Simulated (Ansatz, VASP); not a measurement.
## One calculation of Br, two programs

```
Br
1.0
     4.42369    0.00000    0.00000
     0.00000    4.42369    0.00000
     0.00000    0.00000    4.42369
Br
3
Cartesian
  2.2118 0.0000 0.0000
  0.0000 2.2118 0.0000
  0.0000 0.0000 2.2118
```

Alike in both runs: functional PBEsol; k mesh 10 × 10 × 10; occupations gaussian, width 0.1 eV; no spin polarisation.

Ansatz relaxed the structure, and its values are those at the end. VASP's run is a single point on that final structure, the one shown.

|  | VASP | Ansatz |
| --- | --- | --- |
| version | VASP 6.6.1 | Ansatz 0.2.0 |
| potentials or method | VASP PAW PBE potentials, release 64 (Br), cutoff 520 eV | scalar-relativistic, plane waves, PAW |
| valence electrons in the cell | 21 | 21 |

|  | VASP | Ansatz | Ansatz less VASP |
| --- | --- | --- | --- |
| gap on the k mesh at the Fermi level (eV) | none | none | - |
| pressure (GPa) | 0.0 | 0.0 | -0.02 |

VASP's potentials were made for PBE, not for PBEsol. A gap of «none» marks a metal or a gap that the smearing closes.
